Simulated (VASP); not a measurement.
# CeO2 (Fm-3m) in VASP: notebook, part 3 of 3

VASP 6.6.1.

## 4. Single point, PBE+U (13.74 Å³/atom)

This run uses another cell than the first one, of 13.74 Å³/atom.

INCAR

```
ALGO = Normal
EDIFF = 1E-7
ENCUT = 520
GGA = PE
ISIF = 2
ISMEAR = 0
LASPH = True
LCHARG = False
LDAU = True
LDAUJ = 0 0
LDAUL = 3 -1
LDAUPRINT = 1
LDAUTYPE = 2
LDAUU = 5 0
LMAXMIX = 6
LREAL = False
LWAVE = False
NBANDS = 19
NELM = 150
PREC = Accurate
SIGMA = 0.05
```

KPOINTS

```
k-points
0
Gamma
  6 6 6
```

POSCAR

```
CeO2
1.0
    0.0000000000      2.7416479484      2.7416479484
    2.7416479484      0.0000000000      2.7416479484
    2.7416479484      2.7416479484      0.0000000000
Ce O
1 2
Direct
    0.0000000000      0.0000000000      0.0000000000
    0.2500000000      0.2500000000      0.2500000000
    0.7500000000      0.7500000000      0.7500000000
```

Potentials or basis: VASP PAW PBE potentials, release 64 (Ce, O).

Command:

```console
$ cat potpaw_PBE.64/Ce/POTCAR potpaw_PBE.64/O/POTCAR > POTCAR
$ mpirun -np 1 vasp_std > vasp.out
```

OUTCAR:

```text
EDIFF = 1E-7
   ENCUT = 520
   GGA = PE
   ISIF = 2
   ISMEAR = 0
   LASPH = True
   LREAL = False
   NELM = 150
   PREC = Accurate

 ion  position               nearest neighbor table
   1  0.000  0.000  0.000-   3 2.37   3 2.37   3 2.37   2 2.37   2 2.37   2 2.37   3 2.37   2 2.37

   2  0.250  0.250  0.250-   1 2.37   1 2.37   1 2.37   1 2.37
   3  0.750  0.750  0.750-   1 2.37   1 2.37   1 2.37   1 2.37

  LATTYP: Found a face centered cubic cell.
 ALAT       =     5.4832958968

  Lattice vectors:

 A1 = (   0.0000000000,   2.7416479484,   2.7416479484)
 A2 = (   2.7416479484,   0.0000000000,   2.7416479484)
 A3 = (   2.7416479484,   2.7416479484,   0.0000000000)

Analysis of symmetry for initial positions (statically):
=====================================================================
 Subroutine PRICEL returns:
 Original cell was already a primitive cell.

 Routine SETGRP: Setting up the symmetry group for a
 face centered cubic supercell.

 Subroutine GETGRP returns: Found 48 space group operations
 (whereof 48 operations were pure point group operations)
 out of a pool of 48 trial point group operations.

The static configuration has the point symmetry O_h .

Analysis of symmetry for dynamics (positions and initial velocities):
=====================================================================
 Subroutine PRICEL returns:
 Original cell was already a primitive cell.

 Routine SETGRP: Setting up the symmetry group for a
 face centered cubic supercell.

 Subroutine GETGRP returns: Found 48 space group operations
 (whereof 48 operations were pure point group operations)
 out of a pool of 48 trial point group operations.

The dynamic configuration has the point symmetry O_h .

 Subroutine INISYM returns: Found 48 space group operations
 (whereof 48 operations are pure point group operations),
 and found     1 'primitive' translations

----------------------------------------------------------------------------------------

                                     Primitive cell
[... 135 lines left out ...]
  0.0103 -0.0000  0.0336  0.0000 -0.0000 -0.0000 -0.0000
 -0.0000  0.0000  0.0000  0.0469 -0.0000 -0.0000  0.0000
 -0.0000 -0.0000 -0.0000 -0.0000  0.0336  0.0000 -0.0103
  0.0000 -0.0000 -0.0000 -0.0000  0.0000  0.0256  0.0000
  0.0000  0.0000 -0.0000  0.0000 -0.0103  0.0000  0.0389

spin component  2

  0.0389  0.0000  0.0103 -0.0000 -0.0000  0.0000  0.0000
  0.0000  0.1387 -0.0000  0.0000 -0.0000 -0.0000  0.0000
  0.0103 -0.0000  0.0336  0.0000 -0.0000 -0.0000 -0.0000
 -0.0000  0.0000  0.0000  0.0469 -0.0000 -0.0000  0.0000
 -0.0000 -0.0000 -0.0000 -0.0000  0.0336  0.0000 -0.0103
  0.0000 -0.0000 -0.0000 -0.0000  0.0000  0.0256  0.0000
  0.0000  0.0000 -0.0000  0.0000 -0.0103  0.0000  0.0389

 occupancies and eigenvectors

  o =  0.0256  v = -0.0001  0.0000  0.0002  0.0000 -0.0001  1.0000 -0.0001  0.0000  0.0000  0.0000  0.0000  0.0000  0.0000  0.0000      0.0000  0.0000  0.0000  0.0000  0.0000  0.0000  0.0000  0.0000  0.0000  0.0000  0.0000  0.0000  0.0000  0.0000
  o =  0.0256  v =  0.0000  0.0000  0.0000  0.0000  0.0000  0.0000  0.0000 -0.0001  0.0000  0.0002  0.0000 -0.0001  1.0000 -0.0001      0.0000  0.0000  0.0000  0.0000  0.0000  0.0000  0.0000  0.0000  0.0000  0.0000  0.0000  0.0000  0.0000  0.0000
  o =  0.0256  v =  0.0108 -0.0000 -0.0140 -0.0000 -0.7904 -0.0001 -0.6123  0.0000  0.0000  0.0000  0.0000  0.0000  0.0000  0.0000      0.0000  0.0000  0.0000  0.0000  0.0000  0.0000  0.0000  0.0000  0.0000  0.0000  0.0000  0.0000  0.0000  0.0000
  o =  0.0256  v =  0.0000  0.0000  0.0000  0.0000  0.0000  0.0000  0.0000  0.0108 -0.0000 -0.0140 -0.0000 -0.7904 -0.0001 -0.6123      0.0000  0.0000  0.0000  0.0000  0.0000  0.0000  0.0000  0.0000  0.0000  0.0000  0.0000  0.0000  0.0000  0.0000
  o =  0.0256  v =  0.0000  0.0000  0.0000  0.0000  0.0000  0.0000  0.0000  0.6123  0.0000 -0.7904  0.0000  0.0140  0.0002  0.0108      0.0000  0.0000  0.0000  0.0000  0.0000  0.0000  0.0000  0.0000  0.0000  0.0000  0.0000  0.0000  0.0000  0.0000
  o =  0.0256  v =  0.6123  0.0000 -0.7904  0.0000  0.0140  0.0002  0.0108  0.0000  0.0000  0.0000  0.0000  0.0000  0.0000  0.0000      0.0000  0.0000  0.0000  0.0000  0.0000  0.0000  0.0000  0.0000  0.0000  0.0000  0.0000  0.0000  0.0000  0.0000
  o =  0.0469  v =  0.0000  0.0000  0.0000  0.0000  0.0000  0.0000  0.0000  0.7890  0.0000  0.6111 -0.0003  0.0390 -0.0000 -0.0504      0.0000  0.0000  0.0000  0.0000  0.0000  0.0000  0.0000  0.0000  0.0000  0.0000  0.0000  0.0000  0.0000  0.0000
  o =  0.0469  v =  0.7890  0.0000  0.6111 -0.0003  0.0390 -0.0000 -0.0504  0.0000  0.0000  0.0000  0.0000  0.0000  0.0000  0.0000      0.0000  0.0000  0.0000  0.0000  0.0000  0.0000  0.0000  0.0000  0.0000  0.0000  0.0000  0.0000  0.0000  0.0000
  o =  0.0469  v =  0.0000  0.0000  0.0000  0.0000  0.0000  0.0000  0.0000  0.0504 -0.0000  0.0390 -0.0008 -0.6111 -0.0000  0.7890      0.0000  0.0000  0.0000  0.0000  0.0000  0.0000  0.0000  0.0000  0.0000  0.0000  0.0000  0.0000  0.0000  0.0000
  o =  0.0469  v =  0.0504 -0.0000  0.0390 -0.0008 -0.6111 -0.0000  0.7890  0.0000  0.0000  0.0000  0.0000  0.0000  0.0000  0.0000      0.0000  0.0000  0.0000  0.0000  0.0000  0.0000  0.0000  0.0000  0.0000  0.0000  0.0000  0.0000  0.0000  0.0000
  o =  0.0469  v = -0.0003  0.0000 -0.0002 -1.0000  0.0005  0.0000 -0.0006  0.0000  0.0000  0.0000  0.0000  0.0000  0.0000  0.0000      0.0000  0.0000  0.0000  0.0000  0.0000  0.0000  0.0000  0.0000  0.0000  0.0000  0.0000  0.0000  0.0000  0.0000
  o =  0.0469  v =  0.0000  0.0000  0.0000  0.0000  0.0000  0.0000  0.0000 -0.0003  0.0000 -0.0002 -1.0000  0.0005  0.0000 -0.0006      0.0000  0.0000  0.0000  0.0000  0.0000  0.0000  0.0000  0.0000  0.0000  0.0000  0.0000  0.0000  0.0000  0.0000
  o =  0.1387  v =  0.0000  1.0000 -0.0000  0.0000  0.0000 -0.0000  0.0000  0.0000  0.0000  0.0000  0.0000  0.0000  0.0000  0.0000      0.0000  0.0000  0.0000  0.0000  0.0000  0.0000  0.0000  0.0000  0.0000  0.0000  0.0000  0.0000  0.0000  0.0000
  o =  0.1387  v =  0.0000  0.0000  0.0000  0.0000  0.0000  0.0000  0.0000  0.0000  1.0000 -0.0000  0.0000  0.0000 -0.0000  0.0000      0.0000  0.0000  0.0000  0.0000  0.0000  0.0000  0.0000  0.0000  0.0000  0.0000  0.0000  0.0000  0.0000  0.0000

 number of electron      23.9999993 magnetization

 Free energy of the ion-electron system (eV)
  ---------------------------------------------------
  ext. energy  EPLUGINS =         0.00000000
  ---------------------------------------------------
  free energy    TOTEN  =       -24.32216239 eV

  energy without entropy =      -24.32216239  energy(sigma->0) =      -24.32216239

 E-fermi :   5.4142     XC(G=0): -11.1392

 val. band max:        5.1324669635   @ k =   0.5000   0.3333   0.1667
 cond. band min:       7.5366568972   @ k =   0.5000   0.0000   0.0000
 fundamental gap:      2.4041899337
 Fermi energy:         5.4141873892

 k-point     1 :       0.0000    0.0000    0.0000
  band No.  band energies     occupation
      1     -28.3215      2.00000
      2     -11.0901      2.00000
      3     -10.3631      2.00000
      4     -10.3631      2.00000
      5     -10.3631      2.00000
      6     -10.0255      2.00000
[... 329 lines left out ...]
      6      -7.6353      2.00000
[... 11 lines left out ...]
     18       8.1636      0.00000
     19       8.2829      0.00000

------------------------ aborting loop because EDIFF is reached ----------------------------------------

  FORCE on cell =-STRESS in cart. coord.  units (eV):
  Direction    XX          YY          ZZ          XY          YZ          ZX
  --------------------------------------------------------------------------------------
  -------------------------------------------------------------------------------------
  Total        0.4656666      0.4656666      0.4656666      0.0000000     -0.0000000      0.0000000
  in kB       18.1017511     18.1017511     18.1017511      0.0000000     -0.0000000      0.0000000
  external PRESSURE =      18.1017511 kB  Pullay stress =       0.0000000 kB

 VOLUME and BASIS-vectors are now :
 -----------------------------------------------------------------------------
  energy-cutoff  :      520.00
  volume of cell :       41.22
      direct lattice vectors                 reciprocal lattice vectors
     0.000000000  2.741647948  2.741647948    -0.182372066  0.182372066  0.182372066
     2.741647948  0.000000000  2.741647948     0.182372066 -0.182372066  0.182372066
     2.741647948  2.741647948  0.000000000     0.182372066  0.182372066 -0.182372066

 POSITION                                       TOTAL-FORCE (eV/Angst)
 -----------------------------------------------------------------------------------
      0.00000      0.00000      0.00000        -0.000000     -0.000000     -0.000000
      1.37082      1.37082      1.37082         0.000000      0.000000      0.000000
      4.11247      4.11247      4.11247        -0.000000     -0.000000     -0.000000
 -----------------------------------------------------------------------------------
    total drift:                                0.000000     -0.000000      0.000000

  FREE ENERGIE OF THE ION-ELECTRON SYSTEM (eV)
  ---------------------------------------------------
  free  energy   TOTEN  =       -24.3221623899 eV

  energy  without entropy=      -24.3221623899  energy(sigma->0) =      -24.32216239
```

OSZICAR:

```text
N       E                     dE             d eps       ncg     rms          rms(c)
DAV:   1     0.249314893226E+03    0.24931E+03   -0.11215E+04   632   0.163E+03
DAV:   2     0.934398028365E+01   -0.23997E+03   -0.21278E+03   820   0.297E+02
DAV:   3    -0.297785536020E+02   -0.39123E+02   -0.34757E+02   726   0.147E+02
[... 23 lines left out ...]
DAV:  27    -0.243221626269E+02    0.70999E-04   -0.46765E-04   931   0.154E-01    0.300E-02
DAV:  28    -0.243221612612E+02    0.13657E-05   -0.21214E-05   908   0.275E-02    0.164E-02
DAV:  29    -0.243221629761E+02   -0.17150E-05   -0.37610E-06   904   0.222E-02    0.174E-02
DAV:  30    -0.243221624476E+02    0.52853E-06   -0.11380E-06   680   0.148E-02    0.411E-03
DAV:  31    -0.243221623899E+02    0.57718E-07   -0.52896E-07   746   0.827E-03
   1 F= -.24322162E+02 E0= -.24322162E+02  d E =-.587300E-16
```

stdout:

```text
POSCAR found type information on POSCAR CeO
 POSCAR found :  2 types and       3 ions
 scaLAPACK will be used
 LDA part: xc-table for (Slater+PW92), standard interpolation
 POSCAR, INCAR and KPOINTS ok, starting setup
 FFT: planning ... GRIDC
 FFT: planning ... GRID_SOFT
 FFT: planning ... GRID
 WAVECAR not read
 entering main loop
```

Wall time 68 s (1 thread of Intel Xeon 8259CL, shared host); peak memory 0.19 GiB.

Results:

| Property | Result |
| --- | --- |
| Free energy | -24.3222 eV |
| Pressure | 1.8 GPa |
| Band gap on the k mesh | 2.40 eV (least direct gap 2.55 eV) |

Levels at points of the mesh, in eV from the valence-band top:
```
           k point  band 9  band 10  band 11  band 12  band 13  band 14  band 15  band 16
(0.00, 0.00, 0.00)   -3.70    -0.31    -0.31    -0.31     2.56     2.90     2.90     2.90
(0.50, 0.00, 0.00)   -1.18    -1.15    -0.60    -0.60     2.40     2.72     2.72     2.91
(0.50, 0.50, 0.00)   -1.15    -0.70    -0.70    -0.35     2.64     2.64     2.65     2.76
```

Eigenvalues of the final occupation matrices:
```csv
site,spin,trace,eigenvalues
site 1 f,1,0.36,0.03 0.03 0.03 0.05 0.05 0.05 0.14
site 1 f,2,0.36,0.03 0.03 0.03 0.05 0.05 0.05 0.14
```

Caveat: spin-orbit coupling is left out, which moves the levels of the heavy elements. Spin polarisation is off, so any magnetic state and its effect on volume and gap are missing.

## 5. Summary

| cell | gap on the mesh (eV) | pressure (GPa) |
| --- | --- | --- |
| a = 3.838 Å, angles 60.0°, 3 atoms | 2.52 | 8.0 |
| a = 3.869 Å, angles 60.0°, 3 atoms | 2.43 | 3.0 |
| a = 3.877 Å, angles 60.0°, 3 atoms | 2.40 | 1.8 |

Alike in all rows: task single point; level PBE+U; potentials or basis VASP PAW PBE potentials, release 64 (Ce, O); no spin polarisation; Ce f U = 5.0 eV; k mesh 6 × 6 × 6; cutoff (eV) 520; smearing gaussian 0.05 eV.

Caveats: spin-orbit coupling is left out, which moves the levels of the heavy elements; the cell stands under pressure (at least some runs).

Absolute energies hang on the potentials; compare differences alone.
